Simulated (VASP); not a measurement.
A run of VASP 6.6.1:

INCAR

```
PREC = Accurate
ENCUT = 910
EDIFF = 1E-8
ISMEAR = -1
SIGMA = 0.02
LREAL = Auto
LASPH = T
NELM = 200
ALGO = Normal
ISIF = 2
LWAVE = F
LCHARG = F
ISPIN = 2
MAGMOM = 0 1 0 0 0 0 0 0 0 0 0 0 0 0 0 0
LORBIT = 11
LMAXMIX = 4
GGA = PE
LEFG = T
NBANDS = 56
GGA_COMPAT = F
```

Contents of KPOINTS:

```
regular mesh
0
Gamma
  5 5 4
```

POSCAR

```
LiTiH6O2F6
1.0
    6.1359104610      0.0000000000      0.0000000000
   -3.0679552305      5.3138543346      0.0000000000
    0.0000000000      0.0000000000      5.6151890000
Li Ti H O F
1 1 6 2 6
Direct
    0.0000000000      0.0000000000      0.5000000000
    0.0000000000      0.0000000000      0.0000000000
    0.1859310000      0.4931480000      0.2760630000
    0.5068520000      0.6927830000      0.2760630000
    0.4931480000      0.1859310000      0.7239370000
    0.3072170000      0.8140690000      0.2760630000
    0.6927830000      0.5068520000      0.7239370000
    0.8140690000      0.3072170000      0.7239370000
    0.3333333333      0.6666666667      0.3229850000
    0.6666666667      0.3333333333      0.6770150000
    0.2501020000      0.0118600000      0.2341360000
    0.9881400000      0.2382420000      0.2341360000
    0.0118600000      0.2501020000      0.7658640000
    0.7617580000      0.7498980000      0.2341360000
    0.2382420000      0.9881400000      0.7658640000
    0.7498980000      0.7617580000      0.7658640000
```

Potentials or basis: VASP PAW PBE potentials, release 64 (Li_sv, Ti_sv, H_h, O_h, F_h).

The run is started by

```console
$ cat potpaw_PBE.64/Li_sv/POTCAR potpaw_PBE.64/Ti_sv/POTCAR potpaw_PBE.64/H_h/POTCAR potpaw_PBE.64/O_h/POTCAR potpaw_PBE.64/F_h/POTCAR > POTCAR
$ mpirun -np 1 vasp_std > vasp.out
```

Hardware: 1 thread of Intel(R) Xeon(R) Platinum 8259CL CPU @ 2.50GHz (Skylake/Cascade Lake) (shared host).

**Question.** Estimate the wall time of this run.

**Answer.** Run time: 19 min on 1 thread of Intel(R) Xeon(R) Platinum 8259CL CPU @ 2.50GHz (Skylake/Cascade Lake) (shared host), peak memory 0.94 GiB. Counts: scf iterations 19, k points 17.
